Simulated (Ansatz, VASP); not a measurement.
Bi: VASP beside Ansatz

INCAR

```
ALGO = Normal
EDIFF = 1E-6
ENCUT = 520
ISIF = 2
ISMEAR = -1
LASPH = T
LCHARG = F
LREAL = F
LWAVE = F
NBANDS = 14
NELM = 60
PREC = Accurate
SIGMA = 0.05
```

KPOINTS

```
k-points
0
Gamma
  12 12 12
```

Contents of POSCAR:

```
Bi
1.0
    3.0169525701      0.0000000000      0.0000000000
    0.0000000000      3.0169525701      0.0000000000
    0.0000000000      0.0000000000      3.0169525701
Bi
1
Direct
    0.0000000000      0.0000000000      0.0000000000
```

Input for Ansatz:

```yaml
crystal:
  lattice:
    - [3.0169525701, 0.0, 0.0]
    - [0.0, 3.0169525701, 0.0]
    - [0.0, 0.0, 3.0169525701]
  atoms:
    - { symbol: Bi, position: [0.0, 0.0, 0.0] }
kpoints:
  mp_grid: { grid: [12, 12, 12] }
scf:
  occupations: { method: fermi_dirac, width: 0.05 }
hamiltonian:
  xc: lda
  pseudopotentials: { kind: all_electron, lapw: { basis_error: 0.001 } }
output:
  forces: true
  stress: true
  eigenvalues: true
  populations: true
```

Change from the starting cell: volume scaled by 0.84, LAPW.

Alike in both runs: task single point; functional LDA; k mesh 12 × 12 × 12; occupations fermi-dirac, width 0.05 eV; no spin polarisation.

|  | VASP | Ansatz |
| --- | --- | --- |
| version | VASP 6.6.1 | Ansatz 0.2.0 |
| potentials or method | VASP PAW LDA potentials, release 64 (Bi_d), cutoff 520 eV | all-electron LAPW, scalar-relativistic |

Ansatz gave:

| Quantity | Value |
| --- | --- |
| pressure (GPa) | 14.8 |

Question: Which values does VASP return?

Answer: Pressure (GPa): 15.0.

LDA's correlation is that of Perdew and Zunger in VASP and of Perdew and Wang (1992) in Ansatz. Ansatz ran all-electron here, and VASP with PAW potentials.

Neither program's run includes spin-orbit coupling.
